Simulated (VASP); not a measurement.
Wanted: the native input for a VASP 6.6.1 run.

| Item | Value |
| --- | --- |
| Task | single point |
| Functional | PBE |
| Potentials or basis | VASP PAW PBE potentials, release 64 (Sn_d, O_h) |
| Cutoff | 910 eV |
| k mesh | 7 × 7 × 6 |
| Occupations | gaussian, width 0.027 eV |
| Spin | no spin polarisation |
| Dipole correction | no |
| Further INCAR settings | ALGO = Normal; EDIFF = 1e-06; NBANDS = 28 |

The structure of SnO lies in POSCAR:

```
SnO
1.0
    3.8136952200      0.0000000000      0.0000000000
    0.0000000000      3.8136952200      0.0000000000
    0.0000000000      0.0000000000      4.8869133000
Sn O
2 2
Direct
    0.5000000000      0.0000000000      0.7646261400
    0.0000000000      0.5000000000      0.2353738600
    0.0000000000      0.0000000000      0.0000000000
    0.5000000000      0.5000000000      0.0000000000
```

The input as run:

INCAR

```
SYSTEM = SnO
  PREC = Accurate
  ENCUT = 910
  EDIFF = 1E-6
  ISMEAR = 0
  SIGMA = 0.027000000000000003
  LREAL = .FALSE.
  LASPH = .TRUE.
  NELM = 120
  ALGO = Normal
  ISIF = 2
  LWAVE = .FALSE.
  LCHARG = .FALSE.
  GGA = PE
  NBANDS = 28
  GGA_COMPAT = .FALSE.
```

KPOINTS

```
Automatic mesh
0
G
  7 7 6
  0 0 0
```

Potentials or basis: VASP PAW PBE potentials, release 64 (Sn_d, O_h).

The run is started by

```console
$ cat potpaw_PBE.64/Sn_d/POTCAR potpaw_PBE.64/O_h/POTCAR > POTCAR
$ mpirun -np 1 vasp_std > vasp.out
```

It gave:

```json
{
  "Pressure": "3.7 GPa",
  "Largest force": "0.447 eV/Å",
  "Band gap on the k mesh": "0.39 eV (least direct gap 2.05 eV)"
}
```

Caveat: the cutoff is under 1.25 times the usual one of these potentials, so pressure, stress and relaxed cells hold a basis-set (Pulay) error; the cell stands under pressure; spin-orbit coupling is left out, which moves the levels of the heavy elements; an odd mesh through Γ misses points on the zone boundary, where band edges can lie.

Wall time 2.3 min on 1 thread of Intel(R) Xeon(R) Platinum 8488C (Sapphire Rapids) (shared host), peak memory 0.35 GiB.
